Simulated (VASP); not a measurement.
Set up this calculation in VASP 6.6.1, as the native input.

```yaml
Task: single point
Functional: r2SCAN
Potentials_or_basis: VASP PAW PBE potentials, release 64 (Gd, N)
Cutoff: 520 eV
k_mesh: 12 × 12 × 12
Occupations: gaussian, width 0.05 eV
Spin: collinear spin, ferromagnetic start
Starting_moments: "[7.63, 0.0] μB"
Dipole_correction: no
Further_INCAR_settings: ALGO = Normal; EDIFF = 1e-07; NBANDS = 22
```

The system is GdN.

```
Gd N
1.0
     0.00000    2.51927    2.51927
     2.51927    0.00000    2.51927
     2.51927    2.51927    0.00000
Gd N
1 1
Direct
  0.50000 0.50000 0.50000
  0.00000 0.00000 0.00000
```

One way to write it, as run:

POSCAR

```
GdN
1.0
    0.0000000000      2.5192749275      2.5192749275
    2.5192749275      0.0000000000      2.5192749275
    2.5192749275      2.5192749275      0.0000000000
Gd N
1 1
Direct
    0.5000000000      0.5000000000      0.5000000000
    0.0000000000      0.0000000000      0.0000000000
```

INCAR.step1

```
SYSTEM = GdN
ALGO = Normal
EDIFF = 1E-4
ENCUT = 520
GGA = PE
ISMEAR = 0
ISPIN = 2
LASPH = .TRUE.
LCHARG = .FALSE.
LMAXMIX = 6
LREAL = .FALSE.
LWAVE = .TRUE.
MAGMOM = 7.63 0
NBANDS = 22
NELM = 150
PREC = Accurate
SIGMA = 0.05
```

INCAR.step2

```
SYSTEM = GdN
ALGO = Normal
EDIFF = 1E-7
ENCUT = 520
ISIF = 2
ISMEAR = 0
ISPIN = 2
ISTART = 1
LASPH = .TRUE.
LCHARG = .TRUE.
LELF = .TRUE.
LMAXMIX = 6
LMIXTAU = .TRUE.
LORBIT = 11
LREAL = .FALSE.
LVHAR = .TRUE.
LWAVE = .FALSE.
MAGMOM = 7.63 0
METAGGA = R2SCAN
NBANDS = 22
NELM = 150
PREC = Accurate
SIGMA = 0.05
```

KPOINTS

```
k-points
0
G
  12 12 12
  0 0 0
```

Potentials or basis: VASP PAW PBE potentials, release 64 (Gd, N).

Launch:

```bash
$ cat potpaw_PBE.64/Gd/POTCAR potpaw_PBE.64/N/POTCAR > POTCAR
$ cp INCAR.step1 INCAR
$ mpirun -np 1 vasp_std > vasp.out
$ cp INCAR.step2 INCAR
$ mpirun -np 1 vasp_std > vasp.out
```

Results of the run:

The pressure is -5.7 GPa. The band gap on the k mesh is zero (filled and empty bands overlap), the net moment is 7.00 μB per cell and the site moments are Gd +6.79; N -0.12 μB. The valence electrons inside the program's atomic spheres are Gd 15.20; N 3.65.

Caveat: the cell stands under tension; the PAW data sets were made with another functional, which shifts forces and pressure a little; spin-orbit coupling is left out, which moves the levels of the heavy elements; a cell with one magnetic atom can't hold antiferromagnetic order, which such compounds often take; semilocal functionals describe open f shells poorly, which spoils levels, moments and volumes.

Run time: 5.7 min on 1 thread of Intel(R) Xeon(R) 6975P-C (Granite Rapids) (shared host), peak memory 0.26 GiB.
